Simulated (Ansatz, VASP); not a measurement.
## GaAs in VASP and in Ansatz

Contents of INCAR:

```
PREC = Accurate ; ENCUT = 500
EDIFF = 1E-6 ; ISMEAR = 0
SIGMA = 0.05 ; LREAL = False
LASPH = True ; NELM = 120
ALGO = Normal ; ISIF = 2
LWAVE = False ; LCHARG = True
LELF = True ; LVHAR = True
NBANDS = 16 ; GGA_COMPAT = False
```

File KPOINTS:

```
Automatic mesh
0
Gamma
  6 6 6
```

The input POSCAR:

```
GaAs
1.0
    0.0000000000      2.8135433318      2.8135433318
    2.8135433318      0.0000000000      2.8135433318
    2.8135433318      2.8135433318      0.0000000000
Ga As
1 1
Direct
    0.0000000000      0.0000000000      0.0000000000
    0.2500000000      0.2500000000      0.2500000000
```

Input for Ansatz:

```yaml
crystal:
  lattice:
    - [0.0, 2.8135433318, 2.8135433318]
    - [2.8135433318, 0.0, 2.8135433318]
    - [2.8135433318, 2.8135433318, 0.0]
  atoms:
    - { symbol: Ga, position: [0.0, 0.0, 0.0] }
    - { symbol: As, position: [0.25, 0.25, 0.25] }
basis:
  ecutwfc: 420
kpoints:
  mp_grid: { grid: [6, 6, 6] }
hamiltonian:
  xc: lda
scf:
  occupations: { method: gaussian, width: 0.05 }
output:
  forces: true
  stress: true
  eigenvalues: true
```

Alike in both runs: task single point; functional LDA; k mesh 6 × 6 × 6; occupations gaussian, width 0.05 eV; no spin polarisation.

```csv
,VASP,Ansatz
version,VASP 6.6.1,Ansatz 0.2.0
potentials or method,"VASP PAW LDA potentials, release 64 (Ga_d, As), cutoff 500 eV","scalar-relativistic, plane waves, PAW"
valence electrons in the cell,18,28
```

|  | VASP | Ansatz | Ansatz less VASP |
| --- | --- | --- | --- |
| gap on the k mesh at the Fermi level (eV) | 0.43 | 0.39 | -0.048 |
| least direct gap on the mesh (eV) | 0.43 | 0.39 | -0.048 |
| pressure (GPa) | -0.7 | -1.0 | -0.30 |

LDA's correlation is that of Perdew and Zunger in VASP and of Perdew and Wang (1992) in Ansatz. VASP's potentials hold 18 valence electrons a cell and Ansatz's 28, so a difference there can come from the potentials and not from the codes.
